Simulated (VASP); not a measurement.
A run of VASP 6.6.1 is set up as follows.

The input INCAR:

```
SYSTEM = Sr2Ge2As
ALGO = Normal
EDIFF = 1E-6
EDIFFG = -0.01
ENCUT = 600
GGA = PE
IBRION = 2
ISIF = 4
ISMEAR = 0
LASPH = .True.
LCHARG = .False.
LREAL = .False.
LWAVE = .False.
NELM = 80
NSW = 50
PREC = Accurate
SIGMA = 0.1
```

The input KPOINTS:

```
k-points
0
Gamma
  12 12 4
  0 0 0
```

File POSCAR:

```
Sr2Ge2As
1.0
    4.3711063045      0.0000000000      0.0000000000
   -2.1855531522      3.7854891024      0.0000000000
    0.0000000000      0.0000000000      9.6012910000
Sr Ge As
2 2 1
Direct
    0.3333333333      0.6666666667      0.1857055609
    0.6666666667      0.3333333333      0.8142944391
    0.3333333333      0.6666666667      0.5503018671
    0.6666666667      0.3333333333      0.4496981329
    0.0000000000      0.0000000000      0.0000000000
```

Potentials or basis: VASP PAW PBE potentials, release 64 (Sr_sv, Ge_d, As).

Run with:

```console
$ cat potpaw_PBE.64/Sr_sv/POTCAR potpaw_PBE.64/Ge_d/POTCAR potpaw_PBE.64/As/POTCAR > POTCAR
$ mpirun -np 1 vasp_std > vasp.out
```

Problem. Estimate the band gap on the k mesh.

Solution. Zero (an odd number of electrons rules out a gap without spin polarisation).

The path:
| step | energy change (eV) | largest force (eV/Å) | pressure (GPa) | volume (Å³) |
| --- | --- | --- | --- | --- |
| 1 | 0.0000 | 0.0688 | -1.79 | 158.87 |
| 2 | -0.0007 | 0.0601 | -1.77 | 158.87 |
| 3 | -0.0015 | 0.0379 | -1.67 | 158.87 |
| 4 | -0.0019 | 0.0154 | -1.64 | 158.87 |
| 5 | -0.0019 | 0.0025 | -1.64 | 158.87 |

Caveat: an odd number of electrons without spin polarisation forces a metal; a magnetic or distorted state may lie lower.
